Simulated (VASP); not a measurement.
# La2O3 (P-3m1) in VASP: settings compared

The runs below take La2O3 through single point, relaxation of cell and atoms, with PBE+U, r2SCAN+U.

Everything below comes from runs of VASP 6.6.1. Logs are shortened: lines on timing, memory, paths and dates and some standing lists are left out, and cuts for length are marked.

**1. The cell of the first run**

The structure is trigonal, space group P-3m1 (No. 164). The conventional cell has a = 3.974 Å, b = 3.974 Å, c = 6.270 Å, α = 90.00°, β = 90.00°, γ = 120.00°. La (site symmetry 3m) has 7 O at 2.39 to 2.77 Å within 3.2 Å. O (site symmetry -3m) has 6 La at 2.77 Å and 6 O at 3.20 Å within 3.7 Å. O (site symmetry 3m) has 4 La at 2.39 to 2.48 Å and 6 O at 2.92 to 3.20 Å within 3.2 Å.

**2. Single point, PBE+U**

Contents of INCAR:

```
  PREC = Accurate
  ENCUT = 520
  EDIFF = 1E-6
  ISMEAR = -1
  SIGMA = 0.05
  LREAL = F
  LASPH = T
  NELM = 150
  ALGO = Normal
  ISIF = 2
  LWAVE = F
  LCHARG = F
  LMAXMIX = 6
  LDAU = T
  LDAUTYPE = 2
  LDAUL = 3 -1
  LDAUU = 8 0
  LDAUJ = 0 0
  LDAUPRINT = 1
  GGA = PE
  NBANDS = 28
```

Contents of KPOINTS:

```
Automatic mesh
0
Gamma
  8 8 5
```

Contents of POSCAR:

```
La2O3
1.0
    3.9743713104      0.0000000000      0.0000000000
   -1.9871856552      3.4419065189      0.0000000000
    0.0000000000      0.0000000000      6.2698559753
La O
2 3
Direct
    0.3333333333      0.6666666667      0.2488168823
    0.6666666667      0.3333333333      0.7511831177
    0.0000000000      0.0000000000      0.0000000000
    0.3333333333      0.6666666667      0.6443118158
    0.6666666667      0.3333333333      0.3556881842
```

Potentials or basis: VASP PAW PBE potentials, release 64 (La, O).

Run with:

```console
$ cat potpaw_PBE.64/La/POTCAR potpaw_PBE.64/O/POTCAR > POTCAR
$ mpirun -np 1 vasp_std > vasp.out
```

OUTCAR:

```text
PREC = Accurate
   ENCUT = 520
   EDIFF = 1E-6
   ISMEAR = -1
   LREAL = F
   LASPH = T
   NELM = 150
   ISIF = 2
   GGA = PE

 ion  position               nearest neighbor table
   1  0.333  0.667  0.249-   5 2.39   5 2.39   5 2.39   4 2.48   3 2.77   3 2.77   3 2.77
   2  0.667  0.333  0.751-   4 2.39   4 2.39   4 2.39   5 2.48   3 2.77   3 2.77   3 2.77
   3  0.000  0.000  0.000-   1 2.77   2 2.77   2 2.77   1 2.77   2 2.77   1 2.77
   4  0.333  0.667  0.644-   2 2.39   2 2.39   2 2.39   1 2.48
   5  0.667  0.333  0.356-   1 2.39   1 2.39   1 2.39   2 2.48

  LATTYP: Found a hexagonal cell.
 ALAT       =     3.9743713104
 C/A-ratio  =     1.5775717681

  Lattice vectors:

 A1 = (   3.9743713104,   0.0000000000,   0.0000000000)
 A2 = (  -1.9871856552,   3.4419065189,   0.0000000000)
 A3 = (   0.0000000000,   0.0000000000,   6.2698559753)

Analysis of symmetry for initial positions (statically):
=====================================================================
 Subroutine PRICEL returns:
 Original cell was already a primitive cell.

 Routine SETGRP: Setting up the symmetry group for a
 hexagonal supercell.

 Subroutine GETGRP returns: Found 12 space group operations
 (whereof 12 operations were pure point group operations)
 out of a pool of 24 trial point group operations.

The static configuration has the point symmetry D_3d.

Analysis of symmetry for dynamics (positions and initial velocities):
=====================================================================
 Subroutine PRICEL returns:
 Original cell was already a primitive cell.

 Routine SETGRP: Setting up the symmetry group for a
 hexagonal supercell.

[... 223 lines left out ...]
  o =  0.0061  v =  0.0000  0.0000  0.0000  0.0000  0.0000  0.0000  0.0000 -0.0000 -0.0000 -0.9988  0.0000 -0.0000 -0.0494  0.0000      0.0000  0.0000  0.0000  0.0000  0.0000  0.0000  0.0000  0.0000  0.0000  0.0000  0.0000  0.0000  0.0000  0.0000
  o =  0.0061  v = -0.0000 -0.0000 -0.9988  0.0000 -0.0000 -0.0494  0.0000  0.0000  0.0000  0.0000  0.0000  0.0000  0.0000  0.0000      0.0000  0.0000  0.0000  0.0000  0.0000  0.0000  0.0000  0.0000  0.0000  0.0000  0.0000  0.0000  0.0000  0.0000
  o =  0.0065  v =  0.0000  0.0000  0.0000 -0.0000  0.0000  0.0000  1.0000  0.0000  0.0000  0.0000  0.0000  0.0000  0.0000  0.0000      0.0000  0.0000  0.0000  0.0000  0.0000  0.0000  0.0000  0.0000  0.0000  0.0000  0.0000  0.0000  0.0000  0.0000
  o =  0.0065  v =  0.0000  0.0000  0.0000  0.0000  0.0000  0.0000  0.0000  0.0000  0.0000  0.0000 -0.0000  0.0000  0.0000  1.0000      0.0000  0.0000  0.0000  0.0000  0.0000  0.0000  0.0000  0.0000  0.0000  0.0000  0.0000  0.0000  0.0000  0.0000
  o =  0.0075  v =  0.0000  0.0000  0.0000  0.0000  0.0000  0.0000  0.0000 -0.0000 -0.9988 -0.0001  0.0000  0.0494  0.0024  0.0000      0.0000  0.0000  0.0000  0.0000  0.0000  0.0000  0.0000  0.0000  0.0000  0.0000  0.0000  0.0000  0.0000  0.0000
  o =  0.0075  v = -0.0000 -0.9988 -0.0001  0.0000  0.0494  0.0024  0.0000  0.0000  0.0000  0.0000  0.0000  0.0000  0.0000  0.0000      0.0000  0.0000  0.0000  0.0000  0.0000  0.0000  0.0000  0.0000  0.0000  0.0000  0.0000  0.0000  0.0000  0.0000
  o =  0.0075  v =  0.0000 -0.0024  0.0494 -0.0000  0.0001 -0.9988  0.0000  0.0000  0.0000  0.0000  0.0000  0.0000  0.0000  0.0000      0.0000  0.0000  0.0000  0.0000  0.0000  0.0000  0.0000  0.0000  0.0000  0.0000  0.0000  0.0000  0.0000  0.0000
  o =  0.0075  v =  0.0000  0.0000  0.0000  0.0000  0.0000  0.0000  0.0000  0.0000 -0.0024  0.0494 -0.0000  0.0001 -0.9988  0.0000      0.0000  0.0000  0.0000  0.0000  0.0000  0.0000  0.0000  0.0000  0.0000  0.0000  0.0000  0.0000  0.0000  0.0000
  o =  0.0189  v = -0.7624  0.0000 -0.0000 -0.6471 -0.0000 -0.0000 -0.0000  0.0000  0.0000  0.0000  0.0000  0.0000  0.0000  0.0000      0.0000  0.0000  0.0000  0.0000  0.0000  0.0000  0.0000  0.0000  0.0000  0.0000  0.0000  0.0000  0.0000  0.0000
  o =  0.0189  v =  0.0000  0.0000  0.0000  0.0000  0.0000  0.0000  0.0000 -0.7624  0.0000 -0.0000 -0.6471 -0.0000 -0.0000 -0.0000      0.0000  0.0000  0.0000  0.0000  0.0000  0.0000  0.0000  0.0000  0.0000  0.0000  0.0000  0.0000  0.0000  0.0000

 number of electron      39.9999992 magnetization

 Free energy of the ion-electron system (eV)
  ---------------------------------------------------
  ext. energy  EPLUGINS =         0.00000000
  ---------------------------------------------------
  free energy    TOTEN  =       -40.48943927 eV

  energy without entropy =      -40.48943927  energy(sigma->0) =      -40.48943927

 E-fermi :   6.8378     XC(G=0): -10.2530

 val. band max:        5.7282501142   @ k =   0.0000   0.0000   0.0000
 cond. band min:       9.5611481429   @ k =   0.3750   0.2500   0.0000
 fundamental gap:      3.8328980288
 Fermi energy:         6.8377867593

 k-point     1 :       0.0000    0.0000    0.0000
  band No.  band energies     occupation
      1     -24.7188      2.00000
      2     -24.5384      2.00000
      3     -11.2302      2.00000
      4      -9.9052      2.00000
      5      -9.4687      2.00000
      6      -8.1180      2.00000
[... 733 lines left out ...]
     27      13.2506      0.00000
     28      13.6116      0.00000

 [... further k-points ...]

------------------------ aborting loop because EDIFF is reached ----------------------------------------

  FORCE on cell =-STRESS in cart. coord.  units (eV):
  Direction    XX          YY          ZZ          XY          YZ          ZX
  --------------------------------------------------------------------------------------
  -------------------------------------------------------------------------------------
  Total        0.7974554      0.7974554      0.4525808      0.0000000     -0.0000000      0.0000000
  in kB       14.8967636     14.8967636      8.4543782      0.0000000     -0.0000000      0.0000000
  external PRESSURE =      12.7493018 kB  Pullay stress =       0.0000000 kB

 VOLUME and BASIS-vectors are now :
 -----------------------------------------------------------------------------
  energy-cutoff  :      520.00
  volume of cell :       85.77
      direct lattice vectors                 reciprocal lattice vectors
     3.974371310  0.000000000  0.000000000     0.251612122  0.145268327  0.000000000
    -1.987185655  3.441906519  0.000000000     0.000000000  0.290536653  0.000000000
     0.000000000  0.000000000  6.269855975     0.000000000  0.000000000  0.159493297

 POSITION                                       TOTAL-FORCE (eV/Angst)
 -----------------------------------------------------------------------------------
     -0.00000      2.29460      1.56005        -0.000000     -0.000000     -0.170845
      1.98719      1.14730      4.70981         0.000000      0.000000      0.170845
      0.00000      0.00000      0.00000        -0.000000     -0.000000     -0.000000
     -0.00000      2.29460      4.03974        -0.000000      0.000000     -0.028365
      1.98719      1.14730      2.23011         0.000000     -0.000000      0.028365
 -----------------------------------------------------------------------------------
    total drift:                                0.000000      0.000000     -0.000000

  FREE ENERGIE OF THE ION-ELECTRON SYSTEM (eV)
  ---------------------------------------------------
  free  energy   TOTEN  =       -40.4894392699 eV

  energy  without entropy=      -40.4894392699  energy(sigma->0) =      -40.48943927
```

OSZICAR:

```text
N       E                     dE             d eps       ncg     rms          rms(c)
DAV:   1     0.540872328495E+03    0.54087E+03   -0.15122E+04  2320   0.205E+03
DAV:   2     0.100320822702E+03   -0.44055E+03   -0.42762E+03  3128   0.403E+02
DAV:   3    -0.274987875764E+02   -0.12782E+03   -0.12348E+03  3768   0.202E+02
DAV:   4    -0.461878169848E+02   -0.18689E+02   -0.18626E+02  4320   0.797E+01
DAV:   5    -0.468227387722E+02   -0.63492E+00   -0.63322E+00  4112   0.170E+01    0.152E+01
DAV:   6    -0.404917478321E+02    0.63310E+01   -0.43128E+01  3400   0.358E+01    0.750E+00
DAV:   7    -0.405010262572E+02   -0.92784E-02   -0.44369E+00  4384   0.205E+01    0.344E+00
DAV:   8    -0.404887926304E+02    0.12234E-01   -0.46453E-01  3840   0.503E+00    0.117E+00
DAV:   9    -0.404852395800E+02    0.35531E-02   -0.78928E-02  4144   0.229E+00    0.310E-01
DAV:  10    -0.404879144077E+02   -0.26748E-02   -0.16890E-02  4016   0.845E-01    0.164E-01
DAV:  11    -0.404893530211E+02   -0.14386E-02   -0.44061E-03  3608   0.550E-01    0.961E-02
DAV:  12    -0.404894312183E+02   -0.78197E-04   -0.10567E-03  3416   0.262E-01    0.462E-02
DAV:  13    -0.404894433421E+02   -0.12124E-04   -0.66532E-04  3944   0.163E-01    0.285E-02
DAV:  14    -0.404894375876E+02    0.57545E-05   -0.10559E-04  3296   0.828E-02    0.656E-03
DAV:  15    -0.404894393931E+02   -0.18055E-05   -0.13387E-05  3560   0.322E-02    0.455E-03
DAV:  16    -0.404894392699E+02    0.12319E-06   -0.14313E-06  2232   0.124E-02
   1 F= -.40489439E+02 E0= -.40489439E+02  d E =-.641398E-10
```

stdout:

```text
POSCAR found type information on POSCAR LaO
 POSCAR found :  2 types and       5 ions
 scaLAPACK will be used
 LDA part: xc-table for (Slater+PW92), standard interpolation
 POSCAR, INCAR and KPOINTS ok, starting setup
 FFT: planning ... GRIDC
 FFT: planning ... GRID_SOFT
 FFT: planning ... GRID
 WAVECAR not read
 entering main loop
```

Run time: 2.6 min. Hardware: 1 thread of Oxide Virtual Turin-like, shared host; peak memory 0.22 GiB.

What came out:

| Property | Result |
| --- | --- |
| Free energy | -40.4894 eV |
| Pressure | 1.3 GPa |
| Largest force | 0.171 eV/Å |
| Band gap on the k mesh | 3.83 eV (least direct gap 4.06 eV) |

Forces on the atoms (eV/Å):
```
La   0.000  0.000 -0.171
La   0.000  0.000  0.171
O    0.000  0.000  0.000
O    0.000  0.000 -0.028
O    0.000  0.000  0.028
```

Stress tensor (GPa, compression positive):
```
1.49 0.00 0.00
0.00 1.49 0.00
0.00 0.00 0.85
```

Eigenvalues of the final occupation matrices:
```
    site  spin  trace                         eigenvalues
site 1 f     1   0.06  0.01 0.01 0.01 0.01 0.01 0.01 0.02
site 1 f     2   0.06  0.01 0.01 0.01 0.01 0.01 0.01 0.02
site 2 f     1   0.06  0.01 0.01 0.01 0.01 0.01 0.01 0.02
site 2 f     2   0.06  0.01 0.01 0.01 0.01 0.01 0.01 0.02
```

Caveat: spin-orbit coupling is left out, which moves the levels of the heavy elements. A k mesh can miss the band edges.

**3. Single point, r2SCAN+U**

This run uses another cell than the first one, of 16.36 Å³/atom.

Contents of POSCAR:

```
La2O3
1.0
    3.9307778780      0.0000000000      0.0000000000
   -1.9653889390      3.4041534990      0.0000000000
    0.0000000000      0.0000000000      6.1119535200
La O
2 3
Direct
    0.3333333333      0.6666666667      0.2462356800
    0.6666666667      0.3333333333      0.7537643200
    0.0000000000      0.0000000000      0.0000000000
    0.3333333333      0.6666666667      0.6458906500
    0.6666666667      0.3333333333      0.3541093500
```

Contents of INCAR.step1:

```
  PREC = Accurate
  ENCUT = 520
  ISMEAR = -1
  SIGMA = 0.05
  LREAL = False
  LASPH = True
  NELM = 150
  LMAXMIX = 6
  LDAU = True
  LDAUTYPE = 2
  LDAUL = 3 -1
  LDAUU = 8 0
  LDAUJ = 0 0
  NBANDS = 28
  GGA = PE
  ALGO = Normal
  EDIFF = 1E-4
  LWAVE = True
  LCHARG = False
```

Contents of INCAR.step2:

```
  PREC = Accurate
  ENCUT = 520
  EDIFF = 1E-6
  ISMEAR = -1
  SIGMA = 0.05
  LREAL = False
  LASPH = True
  NELM = 150
  ALGO = Normal
  ISIF = 2
  LWAVE = False
  LCHARG = True
  LMAXMIX = 6
  LDAU = True
  LDAUTYPE = 2
  LDAUL = 3 -1
  LDAUU = 8 0
  LDAUJ = 0 0
  LDAUPRINT = 1
  METAGGA = R2SCAN
  LMIXTAU = True
  LELF = True
  LVHAR = True
  NBANDS = 28
  ISTART = 1
```

KPOINTS is that of step 2.

Potentials or basis: VASP PAW PBE potentials, release 64 (La, O).

Run with:

```console
$ cat potpaw_PBE.64/La/POTCAR potpaw_PBE.64/O/POTCAR > POTCAR
$ cp INCAR.step1 INCAR
$ mpirun -np 1 vasp_std > vasp.out
$ cp INCAR.step2 INCAR
$ mpirun -np 1 vasp_std > vasp.out
```

It took 18 min on 1 thread of Oxide Virtual Turin-like, shared host; peak memory 0.24 GiB.

Results (log left out):

| Item | Value |
| --- | --- |
| Free energy | -94.7172 eV |
| Pressure | 6.0 GPa |
| Largest force | 0.295 eV/Å |
| Band gap on the k mesh | 4.29 eV (least direct gap 4.45 eV) |

Forces on the atoms (eV/Å):
```
La   0.000  0.000 -0.295
La   0.000  0.000  0.295
O    0.000  0.000  0.000
O    0.000  0.000 -0.049
O    0.000  0.000  0.049
```

Stress tensor (GPa, compression positive):
```
6.44 0.00 0.00
0.00 6.44 0.00
0.00 0.00 5.05
```

Levels at points of the mesh, in eV from the valence-band top:
| k point | band 17 | band 18 | band 19 | band 20 | band 21 | band 22 | band 23 | band 24 |
| --- | --- | --- | --- | --- | --- | --- | --- | --- |
| (0.00, 0.00, 0.00) | -1.60 | -0.28 | -0.28 | -0.01 | 5.23 | 5.23 | 5.30 | 5.90 |
| (0.50, 0.00, 0.00) | -0.70 | -0.63 | -0.39 | -0.21 | 4.47 | 6.13 | 6.43 | 6.56 |

Eigenvalues of the final occupation matrices:
```csv
site,spin,trace,eigenvalues
site 1 f,1,0.06,0.01 0.01 0.01 0.01 0.01 0.01 0.02
site 1 f,2,0.06,0.01 0.01 0.01 0.01 0.01 0.01 0.02
site 2 f,1,0.06,0.01 0.01 0.01 0.01 0.01 0.01 0.02
site 2 f,2,0.06,0.01 0.01 0.01 0.01 0.01 0.01 0.02
```

Caveat: the cell stands under pressure; the PAW data sets were made with another functional, which shifts forces and pressure a little; spin-orbit coupling is left out, which moves the levels of the heavy elements. A k mesh can miss the band edges.

(Part 1 of 2 ends here.)
